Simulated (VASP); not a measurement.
# AlN (Fm-3m) in VASP: a series of runs

The runs below take AlN through single point, with revPBE, PBEsol+D3(BJ).

Program: VASP 6.6.1. These are calculated values, not measurements. Logs are shortened: lines on timing, memory, paths and dates and some standing lists are left out, and cuts for length are marked.

**1. The cell of the first run**

The structure is cubic, space group Fm-3m (No. 225). The conventional cell has a = 4.143 Å, b = 4.143 Å, c = 4.143 Å, α = 90.00°, β = 90.00°, γ = 90.00°. Within 2.7 Å of Al (site symmetry m-3m) lie 6 N at 2.07 Å. Within 2.7 Å of N (site symmetry m-3m) lie 6 Al at 2.07 Å.

**2. Single point, revPBE (volume scaled by 1.04)**

The input, INCAR:

```
PREC     = Accurate       # precision mode
ENCUT    = 520            # plane-wave cutoff, eV
EDIFF    = 1E-6           # SCF threshold, eV
ISMEAR   = 0              # smearing method
SIGMA    = 0.05           # smearing width, eV
LREAL    = F              # projectors in reciprocal space
LASPH    = T              # aspherical terms in the spheres
NELM     = 80             # most SCF steps
ALGO     = Normal         # electronic algorithm
ISIF     = 2              # what is computed and relaxed
LWAVE    = F              # write WAVECAR
LCHARG   = F              # write CHGCAR
GGA      = RE             # functional
NBANDS   = 11             # bands
```

The input, KPOINTS:

```
Automatic mesh
0
Gamma
  10 10 10
```

The input, POSCAR:

```
AlN
1.0
    0.0000000000      2.0713996056      2.0713996056
    2.0713996056      0.0000000000      2.0713996056
    2.0713996056      2.0713996056      0.0000000000
Al N
1 1
Direct
    0.0000000000      0.0000000000      0.0000000000
    0.5000000000      0.5000000000      0.5000000000
```

Potentials or basis: VASP PAW PBE potentials, release 64 (Al, N).

Command:

```bash
$ cat potpaw_PBE.64/Al/POTCAR potpaw_PBE.64/N/POTCAR > POTCAR
$ mpirun -np 1 vasp_std > vasp.out
```

OUTCAR:

```text
PREC = Accurate
   ENCUT = 520
   EDIFF = 1E-6
   ISMEAR = 0
   LREAL = F
   LASPH = T
   NELM = 80
   ISIF = 2
   GGA = RE

 ion  position               nearest neighbor table
   1  0.000  0.000  0.000-   2 2.07   2 2.07   2 2.07   2 2.07   2 2.07   2 2.07
   2  0.500  0.500  0.500-   1 2.07   1 2.07   1 2.07   1 2.07   1 2.07   1 2.07

  LATTYP: Found a face centered cubic cell.
 ALAT       =     4.1427992112

  Lattice vectors:

 A1 = (   0.0000000000,   2.0713996056,   2.0713996056)
 A2 = (   2.0713996056,   0.0000000000,   2.0713996056)
 A3 = (   2.0713996056,   2.0713996056,   0.0000000000)

Analysis of symmetry for initial positions (statically):
=====================================================================
 Subroutine PRICEL returns:
 Original cell was already a primitive cell.

 Routine SETGRP: Setting up the symmetry group for a
 face centered cubic supercell.

 Subroutine GETGRP returns: Found 48 space group operations
 (whereof 48 operations were pure point group operations)
 out of a pool of 48 trial point group operations.

The static configuration has the point symmetry O_h .

Analysis of symmetry for dynamics (positions and initial velocities):
=====================================================================
 Subroutine PRICEL returns:
 Original cell was already a primitive cell.

 Routine SETGRP: Setting up the symmetry group for a
 face centered cubic supercell.

 Subroutine GETGRP returns: Found 48 space group operations
 (whereof 48 operations were pure point group operations)
 out of a pool of 48 trial point group operations.

The dynamic configuration has the point symmetry O_h .

 Subroutine INISYM returns: Found 48 space group operations
 (whereof 48 operations are pure point group operations),
 and found     1 'primitive' translations

----------------------------------------------------------------------------------------

                                     Primitive cell

  volume of cell :      17.7755

  direct lattice vectors                    reciprocal lattice vectors
     0.000000000  2.071399606  2.071399606    -0.241382686  0.241382686  0.241382686
     2.071399606  0.000000000  2.071399606     0.241382686 -0.241382686  0.241382686
     2.071399606  2.071399606  0.000000000     0.241382686  0.241382686 -0.241382686

  length of vectors
     2.929401415  2.929401415  2.929401415     0.418087076  0.418087076  0.418087076

  position of ions in fractional coordinates (direct lattice)
     0.000000000  0.000000000  0.000000000
     0.500000000  0.500000000  0.500000000

  ion indices of the primitive-cell ions
   primitive index   ion index
                 1           1
                 2           2

----------------------------------------------------------------------------------------

 KPOINTS: Automatic mesh

Automatic generation of k-mesh.
 Grid dimensions read from file:
 generate k-points for:   10   10   10

 Generating k-lattice:

  Cartesian coordinates                     Fractional coordinates (reciprocal lattice)
    -0.024138269  0.024138269  0.024138269     0.100000000  0.000000000  0.000000000
     0.024138269 -0.024138269  0.024138269     0.000000000  0.100000000  0.000000000
     0.024138269  0.024138269 -0.024138269     0.000000000  0.000000000  0.100000000

  Length of vectors
     0.041808708  0.041808708  0.041808708

  Shift w.r.t. Gamma in fractional coordinates (k-lattice)
     0.000000000  0.000000000  0.000000000

 Subroutine IBZKPT returns following result:
 ===========================================

 Found     47 irreducible k-points:

 Following reciprocal coordinates:
            Coordinates               Weight
  0.000000  0.000000  0.000000      1.000000
  0.100000  0.000000  0.000000      8.000000
  0.200000  0.000000  0.000000      8.000000
  0.300000  0.000000  0.000000      8.000000
  0.400000  0.000000  0.000000      8.000000
  0.500000  0.000000  0.000000      4.000000
[... 16 lines left out ...]
  0.300000  0.300000  0.000000      6.000000
  0.400000  0.300000  0.000000     24.000000
 [... further k-points ...]
   k-points           NKPTS =     47   k-points in BZ     NKDIM =     47   number of bands    NBANDS=     11
   number of dos      NEDOS =    301   number of ions     NIONS =      2
   total plane-waves  NPLWV =  13824
   dimension x,y,z NGX =    24 NGY =   24 NGZ =   24
   dimension x,y,z NGXF=    48 NGYF=   48 NGZF=   48
   ions per type =               1   1
   NGX,Y,Z   is equivalent  to a cutoff of  13.62, 13.62, 13.62 a.u.
   NGXF,Y,Z  is equivalent  to a cutoff of  27.24, 27.24, 27.24 a.u.
 SYSTEM =  unknown system
   PREC   = accura    normal or accurate (medium, high low for compatibility)
   ISTART =      0    job   : 0-new  1-cont  2-samecut
   ICHARG =      2    charge: 1-file 2-atom 10-const
   ISPIN  =      1    spin polarized calculation?
   LNONCOLLINEAR =      F non collinear calculations
   LSORBIT =      F    spin-orbit coupling
   LASPH  =      T    aspherical Exc in radial PAW
   ENCUT  =  520.0 eV  38.22 Ry    6.18 a.u.   5.45  5.45  5.45*2*pi/ulx,y,z
   NELM   =     80;   NELMIN=  2; NELMDL= -5     # of ELM steps
   EDIFF  = 0.1E-05   stopping-criterion for ELM
   LREAL  =      F    real-space projection
   EDIFFG = 0.1E-04   stopping-criterion for IOM
   NSW    =      0    number of steps for IOM
   IBRION =     -1    ionic relax: 0-MD 1-quasi-New 2-CG
   NFREE  =      0    steps in history (QN), initial steepest desc. (CG)
   ISIF   =      2    stress and relaxation
   ISYM   =      2    0-nonsym 1-usesym 2-fastsym
   POTIM  = 0.5000    time-step for ionic-motion
   TEBEG  =    0.0;   TEEND  =   0.0 temperature during run
   PSTRESS=    0.0 pullay stress
   NELECT =       8.0000    total number of electrons
   NUPDOWN=      -1.0000    fix difference up-down
   EMIN   =  10.00;   EMAX   =-10.00  energy-range for DOS
   EFERMI =   0.00;   METHOD = LEGACY
   ISMEAR =     0;   SIGMA  =   0.05  broadening in eV -4-tet -1-fermi 0-gaus
   EFERMI_NEDOS =   21; number of points for ismear=-14 and -15
   IALGO  =     38    algorithm
   IMIX   =      4    mixing-type and parameters
     AMIX     =   0.40;   BMIX     =  1.00
     AMIX_MAG =   1.60;   BMIX_MAG =  1.00
  volume/ion in A,a.u.               =       8.89        59.98
  Fermi-wavevector in a.u.,A,eV,Ry     =   1.254578  2.370808 21.415101  1.573966
  Thomas-Fermi vector in A             =   2.388376
   LORBIT       =      0    0 simple, 1 ext, 2 COOP (PROOUT), +10 PAW based schemes
   GGA     = RE    functional components
   LHFCALC =     F    Hartree Fock is set to
   AEXX    =    0.0000 exact exchange contribution
   IVDW    =     0    specifies the selected vdW correction
   LEPSILON=     F    determine dielectric tensor
   LRPA    =     F    only Hartree local field effects (RPA)
 non-spin polarized calculation
 Gauss-broadening in eV      SIGMA  =   0.05
  energy-cutoff  :      520.00
  volume of cell :       17.78
 maximum number of plane-waves:       531
 NGX is ok and might be reduce to    24
   NGX = 11   NGY = 11   NGZ = 11

 number of electron       8.0000002 magnetization

 Free energy of the ion-electron system (eV)
  ---------------------------------------------------
  ext. energy  EPLUGINS =         0.00000000
  ---------------------------------------------------
  free energy    TOTEN  =       -13.89223640 eV

  energy without entropy =      -13.89223640  energy(sigma->0) =      -13.89223640

 E-fermi :   9.4169     XC(G=0): -11.8764

 val. band max:        9.1362265869   @ k =   0.0000   0.0000   0.0000
 cond. band min:      13.1542691647   @ k =   0.5000   0.5000   0.0000
 fundamental gap:      4.0180425778
 Fermi energy:         9.4168660349

 k-point     1 :       0.0000    0.0000    0.0000
  band No.  band energies     occupation
      1      -7.8121      2.00000
      2       9.1362      2.00000
      3       9.1362      2.00000
      4       9.1362      2.00000
      5      13.8201      0.00000
      6      21.0662      0.00000
      7      21.0662      0.00000
      8      21.0662      0.00000
      9      26.0036      0.00000
     10      26.3854      0.00000
     11      26.3854      0.00000

 k-point     2 :       0.1000    0.0000    0.0000
  band No.  band energies     occupation
      1      -7.6214      2.00000
      2       8.1151      2.00000
      3       9.0285      2.00000
      4       9.0285      2.00000
      5      14.5031      0.00000
      6      20.1600      0.00000
      7      21.3279      0.00000
      8      21.3279      0.00000
      9      24.6658      0.00000
     10      24.6658      0.00000
     11      26.4741      0.00000

 k-point     3 :       0.2000    0.0000    0.0000
  band No.  band energies     occupation
      1      -7.0695      2.00000
      2       6.0575      2.00000
      3       8.7660      2.00000
      4       8.7660      2.00000
      5      15.3135      0.00000
      6      19.4962      0.00000
      7      21.3536      0.00000
      8      21.3536      0.00000
      9      24.1878      0.00000
     10      24.1878      0.00000
     11      25.7685      0.00000

 k-point     4 :       0.3000    0.0000    0.0000
  band No.  band energies     occupation
      1      -6.2310      2.00000
      2       3.8716      2.00000
      3       8.4741      2.00000
      4       8.4741      2.00000
      5      15.2632      0.00000
      6      20.1519      0.00000
      7      20.5354      0.00000
      8      20.5354      0.00000
      9      25.0201      0.00000
     10      25.6738      0.00000
     11      25.6738      0.00000
[... 239 lines left out ...]
 k-point    22 :      -0.2000    0.2000    0.0000
  band No.  band energies     occupation
      1      -5.9602      2.00000
      2       4.3474      2.00000
      3       6.4230      2.00000
      4       8.5418      2.00000
      5      17.0812      0.00000
      6      18.8395      0.00000
      7      19.2577      0.00000
      8      21.0296      0.00000
      9      23.7978      0.00000
     10      27.5457      0.00000
     11      28.6060      0.00000

 k-point    23 :       0.3000    0.3000    0.0000
  band No.  band energies     occupation
      1      -5.7369      2.00000
      2       4.5065      2.00000
      3       7.2558      2.00000
      4       7.2558      2.00000
      5      15.3403      0.00000
      6      15.8797      0.00000
      7      20.1218      0.00000
      8      23.9838      0.00000
      9      23.9838      0.00000
     10      28.9970      0.00000
     11      32.2378      0.00000

 k-point    24 :       0.4000    0.3000    0.0000
  band No.  band energies     occupation
      1      -5.0558      2.00000
      2       3.5666      2.00000
      3       6.5346      2.00000
      4       7.0157      2.00000
      5      14.7803      0.00000
      6      15.9406      0.00000
      7      20.5805      0.00000
      8      23.9218      0.00000
      9      24.6051      0.00000
     10      30.1798      0.00000
     11      32.9182      0.00000

 [... further k-points ...]
[... 5 lines left out ...]
  --------------------------------------------------------------------------------------
  -------------------------------------------------------------------------------------
  Total       -1.0314516     -1.0314516     -1.0314516      0.0000000      0.0000000      0.0000000
  in kB      -92.9689130    -92.9689130    -92.9689130      0.0000000      0.0000000      0.0000000
  external PRESSURE =     -92.9689130 kB  Pullay stress =       0.0000000 kB

 VOLUME and BASIS-vectors are now :
 -----------------------------------------------------------------------------
  energy-cutoff  :      520.00
  volume of cell :       17.78
      direct lattice vectors                 reciprocal lattice vectors
     0.000000000  2.071399606  2.071399606    -0.241382686  0.241382686  0.241382686
     2.071399606  0.000000000  2.071399606     0.241382686 -0.241382686  0.241382686
     2.071399606  2.071399606  0.000000000     0.241382686  0.241382686 -0.241382686

 POSITION                                       TOTAL-FORCE (eV/Angst)
 -----------------------------------------------------------------------------------
      0.00000      0.00000      0.00000         0.000000      0.000000     -0.000000
      2.07140      2.07140      2.07140        -0.000000     -0.000000      0.000000
 -----------------------------------------------------------------------------------
    total drift:                               -0.000000     -0.000000      0.000000

  FREE ENERGIE OF THE ION-ELECTRON SYSTEM (eV)
  ---------------------------------------------------
  free  energy   TOTEN  =       -13.8922363958 eV

  energy  without entropy=      -13.8922363958  energy(sigma->0) =      -13.89223640
```

It took 4.5 s on 1 thread of Intel Xeon 6975P-C, shared host; peak memory 0.14 GiB.

Results:

```yaml
Free_energy: -13.8922 eV
Pressure: -9.3 GPa
Band_gap_on_the_k_mesh: 4.02 eV, indirect (least direct gap 4.68 eV)
```

Caveat: the cell differs from its parent crystal (volume scaled by 1.04); the PAW data sets were made with another functional, which shifts forces and pressure a little. A k mesh can miss the band edges.

**3. Single point, PBEsol+D3(BJ)**

This run uses another cell than the first one, of 8.45 Å³/atom, 0.950 times its volume.

The input, INCAR:

```
SYSTEM = AlN
  ALGO = Normal
  EDIFF = 1E-7
  ENCUT = 520
  GGA = PS
  ISIF = 2
  ISMEAR = 0
  IVDW = 12
  LASPH = .True.
  LCHARG = .True.
  LELF = .True.
  LREAL = .False.
  LVHAR = .True.
  LWAVE = .False.
  NBANDS = 11
  NELM = 60
  PREC = Accurate
  SIGMA = 0.05
```

The input, KPOINTS:

```
k-points
0
Gamma
  10 10 10
  0 0 0
```

The input, POSCAR:

```
AlN
1.0
    0.0000000000      2.0364549031      2.0364549031
    2.0364549031      0.0000000000      2.0364549031
    2.0364549031      2.0364549031      0.0000000000
Al N
1 1
Direct
    0.0000000000      0.0000000000      0.0000000000
    0.5000000000      0.5000000000      0.5000000000
```

Potentials or basis: VASP PAW PBE potentials, release 64 (Al, N).

Command:

```bash
$ cat potpaw_PBE.64/Al/POTCAR potpaw_PBE.64/N/POTCAR > POTCAR
$ mpirun -np 1 vasp_std > vasp.out
```

Run time: 5.1 s. Hardware: 1 thread of Intel Xeon 6975P-C, shared host; peak memory 0.15 GiB.

The run converged. Its results:

```
Free energy                : -16.0042 eV
Pressure                   : -10.6 GPa
Band gap on the k mesh     : 4.35 eV, indirect (least direct gap 5.36 eV)
Dispersion energy per atom : -0.280 eV
```

Levels at points of the mesh, in eV from the valence-band top:
```
           k point  band 2  band 3  band 4  band 5  band 6  band 7
(0.00, 0.00, 0.00)    0.00    0.00    0.00    5.36   11.96   11.96
(0.50, 0.00, 0.00)   -8.23   -1.05   -1.05    5.91   10.73   10.73
(0.50, 0.50, 0.00)   -7.30   -2.77   -2.77    4.35    5.18   13.70
```

Caveat: the PAW data sets were made with another functional, which shifts forces and pressure a little. A k mesh can miss the band edges.
